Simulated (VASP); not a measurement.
Wanted: the native input for a VASP 6.6.1 run.

```
Task                   : single point
Functional             : PBE
Potentials or basis    : VASP PAW PBE potentials, release 64 (K_sv, Si, Sb)
Cutoff                 : 520 eV
k mesh                 : 12 × 12 × 4
Occupations            : gaussian, width 0.1 eV
Spin                   : no spin polarisation
Dipole correction      : no
Further INCAR settings : ALGO = Normal; EDIFF = 1e-06; NBANDS = 28
```

The structure of K2SiSb3 lies in POSCAR:

```
K2SiSb3
1.0
    5.4562977940      0.0000000000      0.0000000000
   -2.7281488970      4.7252925002      0.0000000000
    0.0000000000      0.0000000000     13.3180869008
K Si Sb
2 1 3
Direct
    0.0000000000      0.0000000000      0.7536686070
    0.0000000000      0.0000000000      0.2463313930
    0.0000000000      0.0000000000      0.0000000000
    0.3333333333      0.6666666667      0.5000000000
    0.6666666667      0.3333333333      0.5000000000
    0.0000000000      0.0000000000      0.5000000000
```

These files were run (other wordings do the same):

INCAR

```
SYSTEM = K2SiSb3
  ALGO = Normal
  EDIFF = 1E-6
  ENCUT = 520
  GGA = PE
  ISIF = 2
  ISMEAR = 0
  LASPH = .TRUE.
  LCHARG = .FALSE.
  LREAL = .FALSE.
  LWAVE = .FALSE.
  NBANDS = 28
  NELM = 60
  PREC = Accurate
  SIGMA = 0.1
```

KPOINTS

```
k-points
0
G
  12 12 4
  0 0 0
```

Potentials or basis: VASP PAW PBE potentials, release 64 (K_sv, Si, Sb).

The run is started by

```sh
$ cat potpaw_PBE.64/K_sv/POTCAR potpaw_PBE.64/Si/POTCAR potpaw_PBE.64/Sb/POTCAR > POTCAR
$ mpirun -np 1 vasp_std > vasp.out
```

Results of the run:

The pressure is 0.0 GPa and the band gap on the k mesh is zero (an odd number of electrons rules out a gap without spin polarisation).

Caveat: spin-orbit coupling is left out, which moves the levels of the heavy elements.

It took 18 min on 1 thread of Intel(R) Xeon(R) Platinum 8175M CPU @ 2.50GHz (Skylake/Cascade Lake), with other jobs on the host, peak memory 0.78 GiB.
